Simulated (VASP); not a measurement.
# Hf (Im-3m) in VASP: further runs

The runs below take Hf through single point, relaxation of cell and atoms, with LDA.

Program: VASP 6.6.1. These are calculated values, not measurements. Logs are shortened: lines on timing, memory, paths and dates and some standing lists are left out, and cuts for length are marked.

## (1) The cell of the first run

Symmetry: Im-3m, No. 229, cubic system. The conventional cell has a = 3.444 Å, b = 3.444 Å, c = 3.444 Å, α = 90.00°, β = 90.00°, γ = 90.00°. Hf (site symmetry m-3m) has 14 Hf at 2.98 to 3.44 Å within 3.9 Å.

This isn't the form of Hf at room conditions, which is hcp.

## (2) Single point, LDA (20.42 Å³/atom)

Input file INCAR:

```
PREC = Accurate ; ENCUT = 520
EDIFF = 1E-6 ; ISMEAR = -1
SIGMA = 0.08 ; LREAL = False
LASPH = True ; NELM = 80
ALGO = Normal ; ISIF = 2
LWAVE = False ; LCHARG = False
NBANDS = 11
```

Input file KPOINTS:

```
regular mesh
0
Gamma
  17 17 17
```

Input file POSCAR:

```
Hf
1.0
   -1.7220023909      1.7220023909      1.7220023909
    1.7220023909     -1.7220023909      1.7220023909
    1.7220023909      1.7220023909     -1.7220023909
Hf
1
Direct
    0.0000000000      0.0000000000      0.0000000000
```

Potentials or basis: VASP PAW LDA potentials, release 64 (Hf_pv).

On the command line:

```
> cat potpaw_LDA.64/Hf_pv/POTCAR > POTCAR
> mpirun -np 1 vasp_std > vasp.out
```

OUTCAR:

```text
PREC = Accurate
   ENCUT = 520
   EDIFF = 1E-6
   ISMEAR = -1
   LREAL = False
   LASPH = True
   NELM = 80
   ISIF = 2

 ion  position               nearest neighbor table
   1  0.000  0.000  0.000-

  LATTYP: Found a body centered cubic cell.
 ALAT       =     3.4440047818

  Lattice vectors:

 A1 = (  -1.7220023909,   1.7220023909,   1.7220023909)
 A2 = (   1.7220023909,  -1.7220023909,   1.7220023909)
 A3 = (   1.7220023909,   1.7220023909,  -1.7220023909)

Analysis of symmetry for initial positions (statically):
=====================================================================
 Subroutine PRICEL returns:
 Original cell was already a primitive cell.

 Routine SETGRP: Setting up the symmetry group for a
 body centered cubic supercell.

 Subroutine GETGRP returns: Found 48 space group operations
 (whereof 48 operations were pure point group operations)
 out of a pool of 48 trial point group operations.

The static configuration has the point symmetry O_h .

Analysis of symmetry for dynamics (positions and initial velocities):
=====================================================================
 Subroutine PRICEL returns:
 Original cell was already a primitive cell.

 Routine SETGRP: Setting up the symmetry group for a
 body centered cubic supercell.

 Subroutine GETGRP returns: Found 48 space group operations
 (whereof 48 operations were pure point group operations)
 out of a pool of 48 trial point group operations.

The dynamic configuration has the point symmetry O_h .

 Subroutine INISYM returns: Found 48 space group operations
 (whereof 48 operations are pure point group operations),
 and found     1 'primitive' translations

----------------------------------------------------------------------------------------

                                     Primitive cell

  volume of cell :      20.4250

  direct lattice vectors                    reciprocal lattice vectors
    -1.722002391  1.722002391  1.722002391     0.000000000  0.290359643  0.290359643
     1.722002391 -1.722002391  1.722002391     0.290359643  0.000000000  0.290359643
     1.722002391  1.722002391 -1.722002391     0.290359643  0.290359643  0.000000000

  length of vectors
     2.982595632  2.982595632  2.982595632     0.410630546  0.410630546  0.410630546

  position of ions in fractional coordinates (direct lattice)
     0.000000000  0.000000000  0.000000000

  ion indices of the primitive-cell ions
   primitive index   ion index
                 1           1

----------------------------------------------------------------------------------------

 KPOINTS: regular mesh

Automatic generation of k-mesh.
 Grid dimensions read from file:
 generate k-points for:   17   17   17

 Generating k-lattice:

  Cartesian coordinates                     Fractional coordinates (reciprocal lattice)
     0.000000000  0.017079979  0.017079979     0.058823529  0.000000000  0.000000000
     0.017079979  0.000000000  0.017079979     0.000000000  0.058823529  0.000000000
     0.017079979  0.017079979  0.000000000     0.000000000  0.000000000  0.058823529

  Length of vectors
     0.024154738  0.024154738  0.024154738

  Shift w.r.t. Gamma in fractional coordinates (k-lattice)
     0.000000000  0.000000000  0.000000000

 Subroutine IBZKPT returns following result:
 ===========================================

 Found    165 irreducible k-points:

 Following reciprocal coordinates:
            Coordinates               Weight
  0.000000  0.000000  0.000000      1.000000
  0.058824  0.000000  0.000000     12.000000
  0.117647  0.000000  0.000000     12.000000
  0.176471  0.000000  0.000000     12.000000
  0.235294  0.000000  0.000000     12.000000
  0.294118  0.000000  0.000000     12.000000
[... 16 lines left out ...]
  0.411765  0.117647  0.000000     48.000000
  0.176471  0.176471  0.000000     24.000000
 [... further k-points ...]
   k-points           NKPTS =    165   k-points in BZ     NKDIM =    165   number of bands    NBANDS=     11
   number of dos      NEDOS =    301   number of ions     NIONS =      1
   total plane-waves  NPLWV =  13824
   dimension x,y,z NGX =    24 NGY =   24 NGZ =   24
   dimension x,y,z NGXF=    48 NGYF=   48 NGZF=   48
   ions per type =               1
   NGX,Y,Z   is equivalent  to a cutoff of  13.38, 13.38, 13.38 a.u.
   NGXF,Y,Z  is equivalent  to a cutoff of  26.75, 26.75, 26.75 a.u.
 SYSTEM =  unknown system
   PREC   = accura    normal or accurate (medium, high low for compatibility)
   ISTART =      0    job   : 0-new  1-cont  2-samecut
   ICHARG =      2    charge: 1-file 2-atom 10-const
   ISPIN  =      1    spin polarized calculation?
   LNONCOLLINEAR =      F non collinear calculations
   LSORBIT =      F    spin-orbit coupling
   LASPH  =      T    aspherical Exc in radial PAW
   ENCUT  =  520.0 eV  38.22 Ry    6.18 a.u.   5.55  5.55  5.55*2*pi/ulx,y,z
   NELM   =     80;   NELMIN=  2; NELMDL= -5     # of ELM steps
   EDIFF  = 0.1E-05   stopping-criterion for ELM
   LREAL  =      F    real-space projection
   EDIFFG = 0.1E-04   stopping-criterion for IOM
   NSW    =      0    number of steps for IOM
   IBRION =     -1    ionic relax: 0-MD 1-quasi-New 2-CG
   NFREE  =      0    steps in history (QN), initial steepest desc. (CG)
   ISIF   =      2    stress and relaxation
   ISYM   =      2    0-nonsym 1-usesym 2-fastsym
   POTIM  = 0.5000    time-step for ionic-motion
   TEBEG  =    0.0;   TEEND  =   0.0 temperature during run
   PSTRESS=    0.0 pullay stress
   NELECT =      10.0000    total number of electrons
   NUPDOWN=      -1.0000    fix difference up-down
   EMIN   =  10.00;   EMAX   =-10.00  energy-range for DOS
   EFERMI =   0.00;   METHOD = LEGACY
   ISMEAR =    -1;   SIGMA  =   0.08  broadening in eV -4-tet -1-fermi 0-gaus
   EFERMI_NEDOS =   21; number of points for ismear=-14 and -15
   IALGO  =     38    algorithm
   IMIX   =      4    mixing-type and parameters
     AMIX     =   0.40;   BMIX     =  1.00
     AMIX_MAG =   1.60;   BMIX_MAG =  1.00
  volume/ion in A,a.u.               =      20.42       137.83
  Fermi-wavevector in a.u.,A,eV,Ry     =   1.290291  2.438297 22.651680  1.664851
  Thomas-Fermi vector in A             =   2.422132
   LORBIT       =      0    0 simple, 1 ext, 2 COOP (PROOUT), +10 PAW based schemes
   GGA     = CA    functional components
   LHFCALC =     F    Hartree Fock is set to
   AEXX    =    0.0000 exact exchange contribution
   IVDW    =     0    specifies the selected vdW correction
   LEPSILON=     F    determine dielectric tensor
   LRPA    =     F    only Hartree local field effects (RPA)
 non-spin polarized calculation
  energy-cutoff  :      520.00
  volume of cell :       20.42
 maximum number of plane-waves:       567
   NGX = 11   NGY = 11   NGZ = 11

 number of electron      10.0000001 magnetization

 Free energy of the ion-electron system (eV)
  ---------------------------------------------------
  ext. energy  EPLUGINS =         0.00000000
  ---------------------------------------------------
  free energy    TOTEN  =       -10.56566449 eV

  energy without entropy =      -10.53008636  energy(sigma->0) =      -10.54787543

 E-fermi :   5.0837     XC(G=0): -11.8881

 val. band max:        5.0586994846   @ k =  -0.4118  -0.4118   0.1765
 cond. band min:       5.0845223238   @ k =  -0.4118  -0.4118   0.0588
 fundamental gap:      0.0258228393
 Fermi energy:         5.0837302804

 k-point     1 :       0.0000    0.0000    0.0000
  band No.  band energies     occupation
      1     -24.2272      2.00000
      2     -24.2272      2.00000
      3     -24.2272      2.00000
      4      -2.1612      2.00000
      5       6.5995      0.00000
      6       6.5995      0.00000
      7       6.5995      0.00000
      8       9.6673      0.00000
      9       9.6673      0.00000
     10      17.7402      0.00000
     11      18.8968      0.00000

 k-point     2 :       0.0588    0.0000    0.0000
  band No.  band energies     occupation
      1     -24.2689      2.00000
      2     -24.2398      2.00000
      3     -24.2274      2.00000
      4      -2.0168      2.00000
      5       6.4974      0.00000
      6       6.5638      0.00000
      7       6.7417      0.00000
      8       9.4933      0.00000
      9       9.6641      0.00000
     10      17.7402      0.00000
     11      19.0397      0.00000

 k-point     3 :       0.1176    0.0000    0.0000
  band No.  band energies     occupation
      1     -24.3868      2.00000
      2     -24.2758      2.00000
      3     -24.2282      2.00000
      4      -1.5995      2.00000
      5       6.2207      0.00000
      6       6.4133      0.00000
      7       7.1639      0.00000
      8       9.1601      0.00000
      9       9.6663      0.00000
     10      17.7398      0.00000
     11      19.3985      0.00000

 k-point     4 :       0.1765    0.0000    0.0000
  band No.  band energies     occupation
      1     -24.5610      2.00000
      2     -24.3297      2.00000
      3     -24.2294      2.00000
      4      -0.9593      2.00000
      5       5.8389      0.00016
      6       6.0906      0.00001
      7       7.8528      0.00000
      8       8.9860      0.00000
      9       9.7010      0.00000
     10      17.7391      0.00000
     11      19.6980      0.00000
[... 239 lines left out ...]
 k-point    22 :       0.3529    0.1176    0.0000
  band No.  band energies     occupation
      1     -25.2418      2.00000
      2     -24.6046      2.00000
      3     -24.2886      2.00000
      4       1.7754      2.00000
      5       4.5258      1.99813
      6       5.6746      0.00124
      7       9.3766      0.00000
      8      10.6020      0.00000
      9      12.9131      0.00000
     10      16.5273      0.00000
     11      17.6444      0.00000

 k-point    23 :       0.4118    0.1176    0.0000
  band No.  band energies     occupation
      1     -25.2986      2.00000
      2     -24.6341      2.00000
      3     -24.2898      2.00000
      4       1.8474      2.00000
      5       4.4356      1.99939
      6       6.0974      0.00001
      7       9.3552      0.00000
      8      10.7850      0.00000
      9      13.7755      0.00000
     10      15.8325      0.00000
     11      17.1121      0.00000

 k-point    24 :       0.1765    0.1765    0.0000
  band No.  band energies     occupation
      1     -24.9569      2.00000
      2     -24.4677      2.00000
      3     -24.3026      2.00000
      4       0.9270      2.00000
      5       4.9215      1.76734
      6       5.2250      0.29208
      7       8.7292      0.00000
      8      10.3522      0.00000
      9      10.4542      0.00000
     10      17.7284      0.00000
     11      18.7920      0.00000

 [... further k-points ...]

------------------------ aborting loop because EDIFF is reached ----------------------------------------

  FORCE on cell =-STRESS in cart. coord.  units (eV):
  Direction    XX          YY          ZZ          XY          YZ          ZX
  --------------------------------------------------------------------------------------
  -------------------------------------------------------------------------------------
  Total        0.0179856      0.0179856      0.0179856     -0.0000000     -0.0000000      0.0000000
  in kB        1.4108286      1.4108286      1.4108286     -0.0000000     -0.0000000      0.0000000
  external PRESSURE =       1.4108286 kB  Pullay stress =       0.0000000 kB

 VOLUME and BASIS-vectors are now :
 -----------------------------------------------------------------------------
  energy-cutoff  :      520.00
  volume of cell :       20.42
      direct lattice vectors                 reciprocal lattice vectors
    -1.722002391  1.722002391  1.722002391     0.000000000  0.290359643  0.290359643
     1.722002391 -1.722002391  1.722002391     0.290359643  0.000000000  0.290359643
     1.722002391  1.722002391 -1.722002391     0.290359643  0.290359643  0.000000000

 POSITION                                       TOTAL-FORCE (eV/Angst)
 -----------------------------------------------------------------------------------
      0.00000      0.00000      0.00000        -0.000000     -0.000000     -0.000000
 -----------------------------------------------------------------------------------
    total drift:                                0.000000      0.000000      0.000000

  FREE ENERGIE OF THE ION-ELECTRON SYSTEM (eV)
  ---------------------------------------------------
  free  energy   TOTEN  =       -10.5656644908 eV

  energy  without entropy=      -10.5300863596  energy(sigma->0) =      -10.54787543
```

Run time: 34 s. Hardware: 1 thread of Intel Xeon 8259CL, shared host; peak memory 0.15 GiB.

What came out:

* Free energy: -10.5657 eV
* Pressure: 0.1 GPa
* Band gap on the k mesh: zero (bands 5 and 6 overlap by 2.31 eV)

Caveat: spin-orbit coupling is left out, which moves the levels of the heavy elements.

## (3) Relaxation of cell and atoms, LDA

This run uses another cell than the first one, of 20.83 Å³/atom.

Input file INCAR:

```
SYSTEM = Hf
PREC     = Accurate       ! precision mode
ENCUT    = 600            ! plane-wave cutoff, eV
EDIFF    = 1E-6           ! SCF threshold, eV
ISMEAR   = -1             ! smearing method
SIGMA    = 0.08           ! smearing width, eV
LREAL    = .FALSE.        ! projectors in reciprocal space
LASPH    = .TRUE.         ! aspherical terms in the spheres
NELM     = 60             ! most SCF steps
ALGO     = Normal         ! electronic algorithm
ISIF     = 3              ! what is computed and relaxed
LWAVE    = .FALSE.        ! write WAVECAR
LCHARG   = .FALSE.        ! write CHGCAR
IBRION   = 2              ! ionic algorithm
NSW      = 60             ! ionic steps
EDIFFG   = -0.005         ! ionic threshold
```

Input file KPOINTS:

```
Automatic mesh
0
G
  17 17 17
  0 0 0
```

Input file POSCAR:

```
Hf
1.0
   -1.7333939410      1.7333939410      1.7333939410
    1.7333939410     -1.7333939410      1.7333939410
    1.7333939410      1.7333939410     -1.7333939410
Hf
1
Direct
    0.0000000000      0.0000000000      0.0000000000
```

Potentials or basis: VASP PAW LDA potentials, release 64 (Hf_pv).

On the command line:

```
> cat potpaw_LDA.64/Hf_pv/POTCAR > POTCAR
> mpirun -np 1 vasp_std > vasp.out
```

Run time: 60 s. Hardware: 1 thread of Intel Xeon 8259CL, shared host; peak memory 0.17 GiB.

Results (log left out):

```yaml
Free_energy: -10.5658 eV
Relaxed_volume: 20.45 Å³/atom
Relaxed_cell: a = 2.984 Å, b = 2.984 Å, c = 2.984 Å, α = 109.47°, β = 109.47°, γ = 109.47°
Space_group_after_relaxing_to_0.1_Å: Im-3m (No. 229)
Energy_gained_by_relaxing: 2.4 meV/atom
Ionic_steps: 3
Pressure_after_relaxing: 0.0 GPa
Band_gap_on_the_k_mesh: zero (bands 5 and 6 overlap by 2.30 eV)
```

Step by step:
| step | energy change (eV) | largest force (eV/Å) | pressure (GPa) | volume (Å³) |
| --- | --- | --- | --- | --- |
| 1 | 0.0000 | 0.0000 | -2.00 | 20.83 |
| 2 | 0.0003 | 0.0000 | 2.26 | 20.06 |
| 3 | -0.0024 | 0.0000 | -0.01 | 20.45 |

Final structure:
```
CELL_PARAMETERS angstrom
-1.72272 1.72272 1.72272
1.72272 -1.72272 1.72272
1.72272 1.72272 -1.72272
ATOMIC_POSITIONS crystal
Hf 0.00000 0.00000 0.00000
```

Levels at points of the mesh, in eV from the Fermi level:
```csv
k point,band 3,band 4,band 5,band 6,band 7,band 8
"(0.00, 0.00, 0.00)",-29.32,-7.24,1.51,1.51,1.51,4.58
```

Caveat: spin-orbit coupling is left out, which moves the levels of the heavy elements.
